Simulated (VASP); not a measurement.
# Pt2Br3 (P6/mmm) in VASP: notebook

The runs below take Pt2Br3 through single point, relaxation of cell and atoms, with PBE.

Program: VASP 6.6.1. These are calculated values, not measurements. Logs are shortened: lines on timing, memory, paths and dates and some standing lists are left out, and cuts for length are marked.

### 1 The cell of the first run

Symmetry: P6/mmm, No. 191, hexagonal system. The conventional cell has a = 6.008 Å, b = 6.008 Å, c = 4.875 Å, α = 90.00°, β = 90.00°, γ = 120.00°. Within 3.3 Å of Pt (site symmetry 6mm) lie 2 Pt at 2.43 to 2.45 Å and 6 Br at 3.24 Å. Br (site symmetry mmm) has 4 Br at 3.00 Å and 4 Pt at 3.24 Å within 4.0 Å.

The cell was generated, and may not be a known phase.

### 2 Single point, PBE

Contents of INCAR:

```
PREC     = Accurate       # precision mode
ENCUT    = 520            # plane-wave cutoff, eV
EDIFF    = 1E-7           # SCF threshold, eV
ISMEAR   = 0              # smearing method
SIGMA    = 0.1            # smearing width, eV
LREAL    = False          # projectors in reciprocal space
LASPH    = True           # aspherical terms in the spheres
NELM     = 100            # most SCF steps
ALGO     = Normal         # electronic algorithm
ISIF     = 2              # what is computed and relaxed
LWAVE    = False          # write WAVECAR
LCHARG   = False          # write CHGCAR
GGA      = PE             # functional
NBANDS   = 28             # bands
```

Contents of KPOINTS:

```
Automatic mesh
0
Gamma
  6 6 4
```

Contents of POSCAR:

```
Pt2Br3
1.0
    6.0082857629      0.0000000000      0.0000000000
   -3.0041428815      5.2033281038      0.0000000000
    0.0000000000      0.0000000000      4.8753330411
Pt Br
2 3
Direct
    0.3333333333      0.6666666667      0.2491158483
    0.3333333333      0.6666666667      0.7508841517
    0.3333360553      0.1666680276      0.5000000000
    0.8333319724      0.1666680276      0.5000000000
    0.8333319724      0.6666639447      0.5000000000
```

Potentials or basis: VASP PAW PBE potentials, release 64 (Pt, Br).

Command:

```
$ cat potpaw_PBE.64/Pt/POTCAR potpaw_PBE.64/Br/POTCAR > POTCAR
$ mpirun -np 1 vasp_std > vasp.out
```

OUTCAR:

```text
PREC = Accurate
   ENCUT = 520
   EDIFF = 1E-7
   ISMEAR = 0
   LREAL = False
   LASPH = True
   NELM = 100
   ISIF = 2
   GGA = PE

 ion  position               nearest neighbor table
   1  0.333  0.667  0.249-   2 2.43   2 2.45
   2  0.333  0.667  0.751-   1 2.43   1 2.45
   3  0.333  0.167  0.500-
   4  0.833  0.167  0.500-
   5  0.833  0.667  0.500-

  LATTYP: Found a hexagonal cell.
 ALAT       =     6.0082857629
 C/A-ratio  =     0.8114349473

  Lattice vectors:

 A1 = (   6.0082857629,   0.0000000000,   0.0000000000)
 A2 = (  -3.0041428815,   5.2033281038,   0.0000000000)
 A3 = (   0.0000000000,   0.0000000000,   4.8753330411)

Analysis of symmetry for initial positions (statically):
=====================================================================
 Subroutine PRICEL returns:
 Original cell was already a primitive cell.

 Routine SETGRP: Setting up the symmetry group for a
 hexagonal supercell.

 Subroutine GETGRP returns: Found 24 space group operations
 (whereof 12 operations were pure point group operations)
 out of a pool of 24 trial point group operations.

The static configuration has the point symmetry D_3h.
 The point group associated with its full space group is D_6h.

Analysis of symmetry for dynamics (positions and initial velocities):
=====================================================================
 Subroutine PRICEL returns:
 Original cell was already a primitive cell.

 Routine SETGRP: Setting up the symmetry group for a
 hexagonal supercell.

 Subroutine GETGRP returns: Found 24 space group operations
 (whereof 12 operations were pure point group operations)
 out of a pool of 24 trial point group operations.

The dynamic configuration has the point symmetry D_3h.
 The point group associated with its full space group is D_6h.

 Subroutine INISYM returns: Found 24 space group operations
 (whereof 12 operations are pure point group operations),
 and found     1 'primitive' translations

----------------------------------------------------------------------------------------

                                     Primitive cell

  volume of cell :     152.4179

  direct lattice vectors                    reciprocal lattice vectors
     6.008285763  0.000000000  0.000000000     0.166436824  0.096092345  0.000000000
    -3.004142881  5.203328104  0.000000000     0.000000000  0.192184690  0.000000000
     0.000000000  0.000000000  4.875333041     0.000000000  0.000000000  0.205114193

  length of vectors
     6.008285763  6.008285763  4.875333041     0.192184690  0.192184690  0.205114193

  position of ions in fractional coordinates (direct lattice)
     0.333333333  0.666666667  0.249115848
     0.333333333  0.666666667  0.750884152
     0.333336055  0.166668028  0.500000000
     0.833331972  0.166668028  0.500000000
     0.833331972  0.666663945  0.500000000

  ion indices of the primitive-cell ions
   primitive index   ion index
                 1           1
                 2           2
                 3           3
                 4           4
                 5           5

----------------------------------------------------------------------------------------

 KPOINTS: Automatic mesh

Automatic generation of k-mesh.
 Grid dimensions read from file:
 generate k-points for:    6    6    4

 Generating k-lattice:

  Cartesian coordinates                     Fractional coordinates (reciprocal lattice)
     0.027739471  0.016015391  0.000000000     0.166666667  0.000000000  0.000000000
     0.000000000  0.032030782  0.000000000     0.000000000  0.166666667  0.000000000
     0.000000000  0.000000000  0.051278548     0.000000000  0.000000000  0.250000000

  Length of vectors
     0.032030782  0.032030782  0.051278548

  Shift w.r.t. Gamma in fractional coordinates (k-lattice)
     0.000000000  0.000000000  0.000000000

 Subroutine IBZKPT returns following result:
 ===========================================

 Found     21 irreducible k-points:

 Following reciprocal coordinates:
            Coordinates               Weight
  0.000000  0.000000  0.000000      1.000000
  0.166667 -0.000000  0.000000      6.000000
  0.333333 -0.000000  0.000000      6.000000
  0.500000 -0.000000  0.000000      3.000000
  0.166667  0.166667  0.000000      6.000000
  0.333333  0.166667  0.000000     12.000000
[... 13 lines left out ...]
  0.333333  0.166667  0.500000     12.000000
  0.333333  0.333333  0.500000      2.000000
   k-points           NKPTS =     21   k-points in BZ     NKDIM =     21   number of bands    NBANDS=     28
   number of dos      NEDOS =    301   number of ions     NIONS =      5
   total plane-waves  NPLWV =  82944
   dimension x,y,z NGX =    48 NGY =   48 NGZ =   36
   dimension x,y,z NGXF=    96 NGYF=   96 NGZF=   72
   ions per type =               2   3
   NGX,Y,Z   is equivalent  to a cutoff of  13.28, 13.28, 12.28 a.u.
   NGXF,Y,Z  is equivalent  to a cutoff of  26.56, 26.56, 24.55 a.u.
 SYSTEM =  unknown system
   PREC   = accura    normal or accurate (medium, high low for compatibility)
   ISTART =      0    job   : 0-new  1-cont  2-samecut
   ICHARG =      2    charge: 1-file 2-atom 10-const
   ISPIN  =      1    spin polarized calculation?
   LNONCOLLINEAR =      F non collinear calculations
   LSORBIT =      F    spin-orbit coupling
   LASPH  =      T    aspherical Exc in radial PAW
   ENCUT  =  520.0 eV  38.22 Ry    6.18 a.u.  11.17 11.17  9.06*2*pi/ulx,y,z
   NELM   =    100;   NELMIN=  2; NELMDL= -5     # of ELM steps
   EDIFF  = 0.1E-06   stopping-criterion for ELM
   LREAL  =      F    real-space projection
   EDIFFG = 0.1E-05   stopping-criterion for IOM
   NSW    =      0    number of steps for IOM
   IBRION =     -1    ionic relax: 0-MD 1-quasi-New 2-CG
   NFREE  =      0    steps in history (QN), initial steepest desc. (CG)
   ISIF   =      2    stress and relaxation
   ISYM   =      2    0-nonsym 1-usesym 2-fastsym
   POTIM  = 0.5000    time-step for ionic-motion
   TEBEG  =    0.0;   TEEND  =   0.0 temperature during run
   PSTRESS=    0.0 pullay stress
   NELECT =      41.0000    total number of electrons
   NUPDOWN=      -1.0000    fix difference up-down
   EMIN   =  10.00;   EMAX   =-10.00  energy-range for DOS
   EFERMI =   0.00;   METHOD = LEGACY
   ISMEAR =     0;   SIGMA  =   0.10  broadening in eV -4-tet -1-fermi 0-gaus
   EFERMI_NEDOS =   21; number of points for ismear=-14 and -15
   IALGO  =     38    algorithm
   IMIX   =      4    mixing-type and parameters
     AMIX     =   0.40;   BMIX     =  1.00
     AMIX_MAG =   1.60;   BMIX_MAG =  1.00
  volume/ion in A,a.u.               =      30.48       205.71
  Fermi-wavevector in a.u.,A,eV,Ry     =   1.056795  1.997053 15.195200  1.116816
  Thomas-Fermi vector in A             =   2.192044
   LORBIT       =      0    0 simple, 1 ext, 2 COOP (PROOUT), +10 PAW based schemes
   GGA     = PE    functional components
   LHFCALC =     F    Hartree Fock is set to
   AEXX    =    0.0000 exact exchange contribution
   IVDW    =     0    specifies the selected vdW correction
   LEPSILON=     F    determine dielectric tensor
   LRPA    =     F    only Hartree local field effects (RPA)
 non-spin polarized calculation
 Gauss-broadening in eV      SIGMA  =   0.10
  energy-cutoff  :      520.00
  volume of cell :      152.42
 maximum number of plane-waves:      4134
 NGX is ok and might be reduce to    48
   NGX = 23   NGY = 23   NGZ = 19

 number of electron      41.0000004 magnetization

 Free energy of the ion-electron system (eV)
  ---------------------------------------------------
  ext. energy  EPLUGINS =         0.00000000
  ---------------------------------------------------
  free energy    TOTEN  =       -11.78425175 eV

  energy without entropy =      -11.76838787  energy(sigma->0) =      -11.77631981

 E-fermi :   1.6199     XC(G=0):  -8.5432

 val. band max:        1.6079353223   @ k =   0.1667   0.1667   0.5000
 cond. band min:       1.7091325927   @ k =   0.3333   0.1667   0.0000
 fundamental gap:      0.1011972704
 Fermi energy:         1.6199122053

 k-point     1 :       0.0000    0.0000    0.0000
  band No.  band energies     occupation
      1     -14.0878      2.00000
      2     -12.4780      2.00000
      3     -12.4780      2.00000
      4      -4.6989      2.00000
      5      -3.9834      2.00000
      6      -3.4256      2.00000
[... 20 lines left out ...]
     27       8.8567      0.00000
     28       8.9204      0.00000

 k-point     2 :       0.1667   -0.0000    0.0000
  band No.  band energies     occupation
      1     -14.0107      2.00000
      2     -12.6042      2.00000
      3     -12.4827      2.00000
      4      -4.7574      2.00000
      5      -3.7427      2.00000
      6      -3.3284      2.00000
[... 20 lines left out ...]
     27       9.0348      0.00000
     28       9.1708      0.00000

 k-point     3 :       0.3333   -0.0000    0.0000
  band No.  band energies     occupation
      1     -13.8018      2.00000
      2     -12.9070      2.00000
      3     -12.4920      2.00000
      4      -4.8639      2.00000
      5      -3.4774      2.00000
      6      -2.9343      2.00000
[... 20 lines left out ...]
     27       9.1576      0.00000
     28       9.2483      0.00000

 k-point     4 :       0.5000   -0.0000    0.0000
  band No.  band energies     occupation
      1     -13.6190      2.00000
      2     -13.1349      2.00000
      3     -12.4966      2.00000
      4      -4.9136      2.00000
      5      -3.4207      2.00000
      6      -2.6785      2.00000
[... 485 lines left out ...]
     27       8.5722      0.00000
     28       9.6647      0.00000

 k-point    20 :       0.3333    0.1667    0.5000
  band No.  band energies     occupation
      1     -13.6103      2.00000
      2     -13.1043      2.00000
      3     -12.4955      2.00000
      4      -3.3892      2.00000
      5      -2.6633      2.00000
      6      -1.7537      2.00000
[... 20 lines left out ...]
     27       8.6526      0.00000
     28       9.1141      0.00000

 k-point    21 :       0.3333    0.3333    0.5000
  band No.  band energies     occupation
      1     -13.3642      2.00000
      2     -13.3638      2.00000
      3     -12.5080      2.00000
      4      -3.1138      2.00000
      5      -2.4082      2.00000
      6      -2.4081      2.00000
[... 20 lines left out ...]
     27       9.0698      0.00000
     28       9.0700      0.00000

------------------------ aborting loop because EDIFF is reached ----------------------------------------

  FORCE on cell =-STRESS in cart. coord.  units (eV):
  Direction    XX          YY          ZZ          XY          YZ          ZX
  --------------------------------------------------------------------------------------
  -------------------------------------------------------------------------------------
  Total       -0.2179745     -0.2179745     -0.1910071      0.0000000      0.0000000      0.0000000
  in kB       -2.2912902     -2.2912902     -2.0078162      0.0000000      0.0000000      0.0000000
  external PRESSURE =      -2.1967989 kB  Pullay stress =       0.0000000 kB

 VOLUME and BASIS-vectors are now :
 -----------------------------------------------------------------------------
  energy-cutoff  :      520.00
  volume of cell :      152.42
      direct lattice vectors                 reciprocal lattice vectors
     6.008285763  0.000000000  0.000000000     0.166436824  0.096092345  0.000000000
    -3.004142881  5.203328104  0.000000000     0.000000000  0.192184690  0.000000000
     0.000000000  0.000000000  4.875333041     0.000000000  0.000000000  0.205114193

 POSITION                                       TOTAL-FORCE (eV/Angst)
 -----------------------------------------------------------------------------------
     -0.00000      3.46889      1.21452         0.000000      0.000000     -0.005682
     -0.00000      3.46889      3.66081         0.000000      0.000000      0.005682
      1.50208      0.86723      2.43767        -0.000000      0.000000      0.000000
      4.50620      0.86723      2.43767        -0.000000      0.000000      0.000000
      3.00414      3.46887      2.43767         0.000000     -0.000000      0.000000
 -----------------------------------------------------------------------------------
    total drift:                               -0.000001      0.000000      0.000000

  FREE ENERGIE OF THE ION-ELECTRON SYSTEM (eV)
  ---------------------------------------------------
  free  energy   TOTEN  =       -11.7842517462 eV

  energy  without entropy=      -11.7683878744  energy(sigma->0) =      -11.77631981
```

It took 2.4 min on 1 thread of Oxide Virtual Turin-like, shared host; peak memory 0.27 GiB.

Results:

```
Free energy            : -11.7843 eV
Pressure               : -0.2 GPa
Largest force          : 0.006 eV/Å
Band gap on the k mesh : zero (an odd number of electrons rules out a gap without spin polarisation)
```

Forces in eV/Å, atoms in the order of the input:
```
Pt   0.000  0.000 -0.006
Pt   0.000  0.000  0.006
Br   0.000  0.000  0.000
Br   0.000  0.000  0.000
Br   0.000  0.000  0.000
```

Levels at points of the mesh, in eV from the Fermi level:
```tsv
k point	band 18	band 19	band 20	band 21	band 22	band 23	band 24	band 25
(0.00, 0.00, 0.00)	-0.28	0.47	0.47	0.52	0.63	0.63	3.40	6.49
(0.50, 0.00, 0.00)	-0.62	0.22	0.37	0.48	0.49	0.64	3.42	4.80
(0.00, 0.00, 0.50)	-0.81	-0.57	-0.57	-0.33	0.40	0.74	0.74	5.12
(0.50, 0.00, 0.50)	-1.34	-1.22	-1.07	-0.40	-0.08	0.70	1.81	6.04
```

Caveat: spin-orbit coupling is left out, which moves the levels of the heavy elements; an odd number of electrons without spin polarisation forces a metal; a magnetic or distorted state may lie lower.

(Continued in part 2 of 2.)

The gap in the log of VASP goes by the Fermi energy; the results here count the filled bands.